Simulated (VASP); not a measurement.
Wanted: the native input for a VASP 6.6.1 run.

```yaml
Task: single point
Functional: PBE
Potentials_or_basis: VASP PAW PBE potentials, release 64 (Ag, Cl)
Cutoff: 500 eV
k_mesh: 4 × 4 × 4
Occupations: fermi-dirac, width 0.0680285 eV
Spin: no spin polarisation
Dipole_correction: no
Further_INCAR_settings: ALGO = Normal; EDIFF = 1e-06; NBANDS = 16
```

The structure of AgCl lies in POSCAR:

```
AgCl
1.0
    0.0000000000      2.7726629968      2.7726629968
    2.7726629968      0.0000000000      2.7726629968
    2.7726629968      2.7726629968      0.0000000000
Ag Cl
1 1
Direct
    0.0000000000      0.0000000000      0.0000000000
    0.5000000000      0.5000000000      0.5000000000
```

The input as run:

INCAR

```
  PREC = Accurate
  ENCUT = 500
  EDIFF = 1E-6
  ISMEAR = -1
  SIGMA = 0.06802846561497
  LREAL = F
  LASPH = T
  NELM = 120
  ALGO = Normal
  ISIF = 2
  LWAVE = F
  LCHARG = F
  GGA = PE
  NBANDS = 16
  GGA_COMPAT = F
```

KPOINTS

```
regular mesh
0
Gamma
  4 4 4
```

Potentials or basis: VASP PAW PBE potentials, release 64 (Ag, Cl).

Launch:

```sh
$ cat potpaw_PBE.64/Ag/POTCAR potpaw_PBE.64/Cl/POTCAR > POTCAR
$ mpirun -np 1 vasp_std > vasp.out
```

It gave:

```yaml
Pressure: 1.7 GPa
Band_gap_on_the_k_mesh: 0.90 eV, indirect (least direct gap 3.23 eV)
```

Caveat: the k points lie up to 0.49 Å⁻¹ apart.

Wall time 5.4 s on 1 thread of AMD EPYC 7R43 64-Core Processor (Zen 3), on a shared host, peak memory 0.13 GiB.
